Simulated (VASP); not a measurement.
ReP2, 3 atoms in the cell. Symmetry: P6/mmm, No. 191, hexagonal system. Conventional cell: a = 2.670 Å, b = 2.670 Å, c = 7.316 Å, α = 90.00°, β = 90.00°, γ = 120.00°. Within 3.3 Å of Re (site symmetry 6/mmm) lie 2 P at 2.49 Å and 6 Re at 2.67 Å. P (site symmetry 6mm) has 7 P at 2.33 to 2.67 Å and 1 Re at 2.49 Å within 3.1 Å. The cell was generated, and may not be a known phase.

| Item | Value |
| --- | --- |
| Program | VASP 6.6.1 |
| Task | single point |
| Functional | PBE |
| Potentials or basis | VASP PAW PBE potentials, release 64 (Re, P) |
| Cutoff | 520 eV |
| k mesh | 6 × 6 × 4 |
| Occupations | gaussian, width 0.1 eV |
| Spin | no spin polarisation |
| Dipole correction | no |
| Further INCAR settings | ALGO = Normal; EDIFF = 1e-06; NBANDS = 16 |

Potentials or basis: VASP PAW PBE potentials, release 64 (Re, P).

The run is started by

```console
$ cat potpaw_PBE.64/Re/POTCAR potpaw_PBE.64/P/POTCAR > POTCAR
$ mpirun -np 1 vasp_std > vasp.out
```

Hardware: 1 thread of Intel(R) Xeon(R) Platinum 8488C (Sapphire Rapids), with other jobs on the host.

Task: Estimate the wall time of this run.

Result: It took 16 s on 1 thread of Intel(R) Xeon(R) Platinum 8488C (Sapphire Rapids) (shared host), peak memory 0.16 GiB. Counts: scf iterations 13, k points 21.
